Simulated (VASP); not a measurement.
# Zr (P6_3/mmc) in VASP: notebook

Runs on Zr. Level: PBEsol. Tasks: single point.

Program: VASP 6.6.1. These are calculated values, not measurements. Logs are shortened: lines on timing, memory, paths and dates and some standing lists are left out, and cuts for length are marked.

**1. The cell of the first run**

The structure is hexagonal, space group P6_3/mmc (No. 194). Conventional cell: a = 3.051 Å, b = 3.051 Å, c = 4.905 Å, α = 90.00°, β = 90.00°, γ = 120.00°. Zr (site symmetry -6m2) has 12 Zr at 3.02 to 3.05 Å within 4.0 Å.

**2. Single point, PBEsol (19.77 Å³/atom)**

INCAR reads:

```
ALGO = Normal
EDIFF = 1E-7
ENCUT = 520
GGA = PS
ISIF = 2
ISMEAR = -1
LASPH = True
LCHARG = False
LREAL = False
LWAVE = False
NBANDS = 19
NELM = 80
PREC = Accurate
SIGMA = 0.1
```

KPOINTS reads:

```
k-points
0
Gamma
  19 19 10
```

POSCAR reads:

```
Zr
1.0
    3.0509951858      0.0000000000      0.0000000000
   -1.5254975929      2.6422393377      0.0000000000
    0.0000000000      0.0000000000      4.9050547509
Zr
2
Direct
    0.3333333333      0.6666666667      0.2500000000
    0.6666666667      0.3333333333      0.7500000000
```

Potentials or basis: VASP PAW PBE potentials, release 64 (Zr_sv).

Command:

```sh
$ cat potpaw_PBE.64/Zr_sv/POTCAR > POTCAR
$ mpirun -np 1 vasp_std > vasp.out
```

OUTCAR:

```text
EDIFF = 1E-7
   ENCUT = 520
   GGA = PS
   ISIF = 2
   ISMEAR = -1
   LASPH = True
   LREAL = False
   NELM = 80
   PREC = Accurate

 ion  position               nearest neighbor table
   1  0.333  0.667  0.250-   2 3.02   2 3.02   2 3.02   2 3.02   2 3.02   2 3.02
   2  0.667  0.333  0.750-   1 3.02   1 3.02   1 3.02   1 3.02   1 3.02   1 3.02

  LATTYP: Found a hexagonal cell.
 ALAT       =     3.0509951858
 C/A-ratio  =     1.6076900985

  Lattice vectors:

 A1 = (   3.0509951858,   0.0000000000,   0.0000000000)
 A2 = (  -1.5254975929,   2.6422393377,   0.0000000000)
 A3 = (   0.0000000000,   0.0000000000,   4.9050547509)

Analysis of symmetry for initial positions (statically):
=====================================================================
 Subroutine PRICEL returns:
 Original cell was already a primitive cell.

 Routine SETGRP: Setting up the symmetry group for a
 hexagonal supercell.

 Subroutine GETGRP returns: Found 24 space group operations
 (whereof 12 operations were pure point group operations)
 out of a pool of 24 trial point group operations.

The static configuration has the point symmetry D_3d.
 The point group associated with its full space group is D_6h.

Analysis of symmetry for dynamics (positions and initial velocities):
=====================================================================
 Subroutine PRICEL returns:
 Original cell was already a primitive cell.

 Routine SETGRP: Setting up the symmetry group for a
 hexagonal supercell.

 Subroutine GETGRP returns: Found 24 space group operations
 (whereof 12 operations were pure point group operations)
 out of a pool of 24 trial point group operations.

The dynamic configuration has the point symmetry D_3d.
 The point group associated with its full space group is D_6h.

 Subroutine INISYM returns: Found 24 space group operations
 (whereof 12 operations are pure point group operations),
 and found     1 'primitive' translations

----------------------------------------------------------------------------------------

                                     Primitive cell

  volume of cell :      39.5419

  direct lattice vectors                    reciprocal lattice vectors
     3.050995186  0.000000000  0.000000000     0.327761907  0.189233425  0.000000000
    -1.525497593  2.642239338  0.000000000     0.000000000  0.378466850  0.000000000
     0.000000000  0.000000000  4.905054751     0.000000000  0.000000000  0.203871323

  length of vectors
     3.050995186  3.050995186  4.905054751     0.378466850  0.378466850  0.203871323

  position of ions in fractional coordinates (direct lattice)
     0.333333333  0.666666667  0.250000000
     0.666666667  0.333333333  0.750000000

  ion indices of the primitive-cell ions
   primitive index   ion index
                 1           1
                 2           2

----------------------------------------------------------------------------------------

 KPOINTS: k-points

Automatic generation of k-mesh.
 Grid dimensions read from file:
 generate k-points for:   19   19   10

 Generating k-lattice:

  Cartesian coordinates                     Fractional coordinates (reciprocal lattice)
     0.017250627  0.009959654  0.000000000     0.052631579  0.000000000  0.000000000
     0.000000000  0.019919308  0.000000000     0.000000000  0.052631579  0.000000000
     0.000000000  0.000000000  0.020387132     0.000000000  0.000000000  0.100000000

  Length of vectors
     0.019919308  0.019919308  0.020387132

  Shift w.r.t. Gamma in fractional coordinates (k-lattice)
     0.000000000  0.000000000  0.000000000

 Subroutine IBZKPT returns following result:
 ===========================================

 Found    240 irreducible k-points:

 Following reciprocal coordinates:
            Coordinates               Weight
  0.000000  0.000000  0.000000      1.000000
  0.052632  0.000000  0.000000      6.000000
  0.105263  0.000000  0.000000      6.000000
  0.157895  0.000000  0.000000      6.000000
  0.210526  0.000000  0.000000      6.000000
  0.263158  0.000000  0.000000      6.000000
[... 16 lines left out ...]
  0.263158  0.105263  0.000000     12.000000
  0.315789  0.105263  0.000000     12.000000
 [... further k-points ...]
   k-points           NKPTS =    240   k-points in BZ     NKDIM =    240   number of bands    NBANDS=     19
   number of dos      NEDOS =    301   number of ions     NIONS =      2
   total plane-waves  NPLWV =  20736
   dimension x,y,z NGX =    24 NGY =   24 NGZ =   36
   dimension x,y,z NGXF=    48 NGYF=   48 NGZF=   72
   ions per type =               2
   NGX,Y,Z   is equivalent  to a cutoff of  13.08, 13.08, 12.20 a.u.
   NGXF,Y,Z  is equivalent  to a cutoff of  26.15, 26.15, 24.40 a.u.
 SYSTEM =  unknown system
   PREC   = accura    normal or accurate (medium, high low for compatibility)
   ISTART =      0    job   : 0-new  1-cont  2-samecut
   ICHARG =      2    charge: 1-file 2-atom 10-const
   ISPIN  =      1    spin polarized calculation?
   LNONCOLLINEAR =      F non collinear calculations
   LSORBIT =      F    spin-orbit coupling
   LASPH  =      T    aspherical Exc in radial PAW
   ENCUT  =  520.0 eV  38.22 Ry    6.18 a.u.   5.67  5.67  9.12*2*pi/ulx,y,z
   NELM   =     80;   NELMIN=  2; NELMDL= -5     # of ELM steps
   EDIFF  = 0.1E-06   stopping-criterion for ELM
   LREAL  =      F    real-space projection
   EDIFFG = 0.1E-05   stopping-criterion for IOM
   NSW    =      0    number of steps for IOM
   IBRION =     -1    ionic relax: 0-MD 1-quasi-New 2-CG
   NFREE  =      0    steps in history (QN), initial steepest desc. (CG)
   ISIF   =      2    stress and relaxation
   ISYM   =      2    0-nonsym 1-usesym 2-fastsym
   POTIM  = 0.5000    time-step for ionic-motion
   TEBEG  =    0.0;   TEEND  =   0.0 temperature during run
   PSTRESS=    0.0 pullay stress
   NELECT =      24.0000    total number of electrons
   NUPDOWN=      -1.0000    fix difference up-down
   EMIN   =  10.00;   EMAX   =-10.00  energy-range for DOS
   EFERMI =   0.00;   METHOD = LEGACY
   ISMEAR =    -1;   SIGMA  =   0.10  broadening in eV -4-tet -1-fermi 0-gaus
   EFERMI_NEDOS =   21; number of points for ismear=-14 and -15
   IALGO  =     38    algorithm
   IMIX   =      4    mixing-type and parameters
     AMIX     =   0.40;   BMIX     =  1.00
     AMIX_MAG =   1.60;   BMIX_MAG =  1.00
  volume/ion in A,a.u.               =      19.77       133.42
  Fermi-wavevector in a.u.,A,eV,Ry     =   1.386094  2.619338 26.140289  1.921257
  Thomas-Fermi vector in A             =   2.510442
   LORBIT       =      0    0 simple, 1 ext, 2 COOP (PROOUT), +10 PAW based schemes
   GGA     = PS    functional components
   LHFCALC =     F    Hartree Fock is set to
   AEXX    =    0.0000 exact exchange contribution
   IVDW    =     0    specifies the selected vdW correction
   LEPSILON=     F    determine dielectric tensor
   LRPA    =     F    only Hartree local field effects (RPA)
 non-spin polarized calculation
  energy-cutoff  :      520.00
  volume of cell :       39.54
 maximum number of plane-waves:      1093
 NGX is ok and might be reduce to    24
   NGX = 11   NGY = 11   NGZ = 19

 number of electron      24.0000000 magnetization

 Free energy of the ion-electron system (eV)
  ---------------------------------------------------
  ext. energy  EPLUGINS =         0.00000000
  ---------------------------------------------------
  free energy    TOTEN  =       -17.95200186 eV

  energy without entropy =      -17.88884784  energy(sigma->0) =      -17.92042485

 E-fermi :  10.7701     XC(G=0): -11.9724

 val. band max:       10.7672920806   @ k =   0.3158   0.2632   0.4000
 cond. band min:      10.7803194925   @ k =   0.2105   0.1053   0.4000
 fundamental gap:      0.0130274119
 Fermi energy:        10.7701031929

 k-point     1 :       0.0000    0.0000    0.0000
  band No.  band energies     occupation
      1     -37.6758      2.00000
      2     -37.3836      2.00000
      3     -16.5576      2.00000
      4     -15.1230      2.00000
      5     -15.1230      2.00000
      6     -14.9039      2.00000
[... 11 lines left out ...]
     18      13.3104      0.00000
     19      16.0674      0.00000

 k-point     2 :       0.0526    0.0000    0.0000
  band No.  band energies     occupation
      1     -37.6696      2.00000
      2     -37.3807      2.00000
      3     -16.5436      2.00000
      4     -15.1570      2.00000
      5     -15.1339      2.00000
      6     -14.9389      2.00000
[... 11 lines left out ...]
     18      13.2194      0.00000
     19      16.1401      0.00000

 k-point     3 :       0.1053    0.0000    0.0000
  band No.  band energies     occupation
      1     -37.6513      2.00000
      2     -37.3726      2.00000
      3     -16.5021      2.00000
      4     -15.2549      2.00000
      5     -15.1647      2.00000
      6     -15.0388      2.00000
[... 11 lines left out ...]
     18      12.9864      0.00000
     19      16.3214      0.00000

 k-point     4 :       0.1579    0.0000    0.0000
  band No.  band energies     occupation
      1     -37.6224      2.00000
      2     -37.3604      2.00000
      3     -16.4354      2.00000
      4     -15.4056      2.00000
      5     -15.2107      2.00000
      6     -15.1887      2.00000
[... 11 lines left out ...]
     18      13.2575      0.00000
     19      16.5425      0.00000

 k-point     5 :       0.2105    0.0000    0.0000
  band No.  band energies     occupation
      1     -37.5854      2.00000
      2     -37.3460      2.00000
      3     -16.3470      2.00000
      4     -15.5916      2.00000
      5     -15.3684      2.00000
      6     -15.2659      2.00000
[... 11 lines left out ...]
     18      13.8084      0.00000
     19      16.7509      0.00000

 k-point     6 :       0.2632    0.0000    0.0000
  band No.  band energies     occupation
      1     -37.5435      2.00000
      2     -37.3316      2.00000
      3     -16.2420      2.00000
      4     -15.7917      2.00000
      5     -15.5564      2.00000
      6     -15.3239      2.00000
[... 11 lines left out ...]
     18      14.4760      0.00000
     19      16.9205      0.00000

 k-point     7 :       0.3158    0.0000    0.0000
  band No.  band energies     occupation
      1     -37.5003      2.00000
      2     -37.3197      2.00000
      3     -16.1271      2.00000
      4     -15.9836      2.00000
      5     -15.7328      2.00000
      6     -15.3785      2.00000
[... 11 lines left out ...]
     18      15.2219      0.00000
     19      17.0445      0.00000

 k-point     8 :       0.3684    0.0000    0.0000
  band No.  band energies     occupation
      1     -37.4599      2.00000
      2     -37.3122      2.00000
      3     -16.1471      2.00000
      4     -16.0115      2.00000
      5     -15.8806      2.00000
      6     -15.4245      2.00000
[... 256 lines left out ...]
 k-point    20 :       0.1053    0.1053    0.0000
  band No.  band energies     occupation
      1     -37.6060      2.00000
      2     -37.3538      2.00000
      3     -16.3967      2.00000
      4     -15.4524      2.00000
      5     -15.3559      2.00000
      6     -15.1632      2.00000
[... 11 lines left out ...]
     18      13.6238      0.00000
     19      16.5269      0.00000

 k-point    21 :       0.1579    0.1053    0.0000
  band No.  band energies     occupation
      1     -37.5705      2.00000
      2     -37.3406      2.00000
      3     -16.3104      2.00000
      4     -15.6061      2.00000
      5     -15.5076      2.00000
      6     -15.2369      2.00000
[... 11 lines left out ...]
     18      14.2739      0.00000
     19      16.6423      0.00000

 k-point    22 :       0.2105    0.1053    0.0000
  band No.  band energies     occupation
      1     -37.5302      2.00000
      2     -37.3275      2.00000
      3     -16.2078      2.00000
      4     -15.7881      2.00000
      5     -15.6495      2.00000
      6     -15.3214      2.00000
[... 11 lines left out ...]
     18      15.0454      0.00000
     19      16.7510      0.00000

 k-point    23 :       0.2632    0.1053    0.0000
  band No.  band energies     occupation
      1     -37.4886      2.00000
      2     -37.3170      2.00000
      3     -16.0951      2.00000
      4     -15.9678      2.00000
      5     -15.7786      2.00000
      6     -15.4037      2.00000
[... 11 lines left out ...]
     18      15.9034      0.00000
     19      16.8361      0.00000

 k-point    24 :       0.3158    0.1053    0.0000
  band No.  band energies     occupation
      1     -37.4495      2.00000
      2     -37.3107      2.00000
      3     -16.1214      2.00000
      4     -15.9810      2.00000
      5     -15.8880      2.00000
      6     -15.4732      2.00000
[... 11 lines left out ...]
     18      16.8024      0.00000
     19      16.8932      0.00000

 [... further k-points ...]
[... 5 lines left out ...]
  --------------------------------------------------------------------------------------
  -------------------------------------------------------------------------------------
  Total        3.6596633      3.6596633      4.2340151      0.0000000      0.0000000      0.0000000
  in kB      148.2839587    148.2839587    171.5558174      0.0000000      0.0000000      0.0000000
  external PRESSURE =     156.0412449 kB  Pullay stress =       0.0000000 kB

 VOLUME and BASIS-vectors are now :
 -----------------------------------------------------------------------------
  energy-cutoff  :      520.00
  volume of cell :       39.54
      direct lattice vectors                 reciprocal lattice vectors
     3.050995186  0.000000000  0.000000000     0.327761907  0.189233425  0.000000000
    -1.525497593  2.642239338  0.000000000     0.000000000  0.378466850  0.000000000
     0.000000000  0.000000000  4.905054751     0.000000000  0.000000000  0.203871323

 POSITION                                       TOTAL-FORCE (eV/Angst)
 -----------------------------------------------------------------------------------
     -0.00000      1.76149      1.22626        -0.000000      0.000000      0.000000
      1.52550      0.88075      3.67879         0.000000     -0.000000      0.000000
 -----------------------------------------------------------------------------------
    total drift:                               -0.000000      0.000000     -0.000000

  FREE ENERGIE OF THE ION-ELECTRON SYSTEM (eV)
  ---------------------------------------------------
  free  energy   TOTEN  =       -17.9520018587 eV

  energy  without entropy=      -17.8888478394  energy(sigma->0) =      -17.92042485
```

Wall time 1.8 min (1 thread of Intel Xeon Platinum 8259CL at 2.50GHz (Skylake/Cascade Lake), shared host); peak memory 0.26 GiB.

Results:

```
Free energy            : -17.9520 eV
Pressure               : 15.6 GPa
Band gap on the k mesh : zero (bands 12 and 13 overlap by 1.35 eV)
```

Stress tensor (GPa, compression positive):
```
14.83  0.00  0.00
 0.00 14.83  0.00
 0.00  0.00 17.16
```

Levels at points of the mesh, in eV from the Fermi level:
| k point | band 10 | band 11 | band 12 | band 13 | band 14 | band 15 |
| --- | --- | --- | --- | --- | --- | --- |
| (0.00, 0.00, 0.00) | -3.48 | 0.90 | 0.90 | 0.99 | 1.74 | 1.74 |
| (0.00, 0.00, 0.50) | -3.97 | 0.04 | 0.04 | 0.81 | 0.81 | 0.81 |

Caveat: the cell stands under pressure; the PAW data sets were made with another functional, which shifts forces and pressure a little.

**3. Single point, PBEsol (20.67 Å³/atom)**

This run uses another cell than the first one, of 20.67 Å³/atom.

INCAR reads:

```
SYSTEM = Zr
PREC = Accurate
ENCUT = 520
EDIFF = 1E-6
ISMEAR = -1
SIGMA = 0.1
LREAL = .False.
LASPH = .True.
NELM = 60
ALGO = Normal
ISIF = 2
LWAVE = .False.
LCHARG = .False.
GGA = PS
NBANDS = 19
```

KPOINTS reads:

```
regular mesh
0
Gamma
  19 19 10
  0 0 0
```

POSCAR reads:

```
Zr
1.0
    3.0965391419      0.0000000000      0.0000000000
   -1.5482695709      2.6816815607      0.0000000000
    0.0000000000      0.0000000000      4.9782753182
Zr
2
Direct
    0.3333333333      0.6666666667      0.2500000000
    0.6666666667      0.3333333333      0.7500000000
```

Potentials or basis: VASP PAW PBE potentials, release 64 (Zr_sv).

Command:

```sh
$ cat potpaw_PBE.64/Zr_sv/POTCAR > POTCAR
$ mpirun -np 1 vasp_std > vasp.out
```

It took 2.7 min on 1 thread of Intel Xeon Platinum 8259CL at 2.50GHz (Skylake/Cascade Lake), shared host; peak memory 0.27 GiB.

Results (log left out):

```yaml
Free_energy: -18.0928 eV
Pressure: 9.5 GPa
Band_gap_on_the_k_mesh: zero (bands 12 and 13 overlap by 1.28 eV)
```

Stress tensor (GPa, compression positive):
```
 9.07  0.00  0.00
 0.00  9.07  0.00
 0.00  0.00 10.40
```

Levels at points of the mesh, in eV from the Fermi level:
```
           k point  band 9  band 10  band 11  band 12  band 13  band 14  band 15  band 16
(0.00, 0.00, 0.00)   -5.82    -3.35     0.91     0.91     0.99     1.66     1.70     1.70
(0.00, 0.00, 0.50)   -3.98    -3.98     0.03     0.03     0.82     0.82     0.82     0.82
```

Caveat: the cell stands under pressure; the PAW data sets were made with another functional, which shifts forces and pressure a little.

(Part 1 of 2 ends here.)
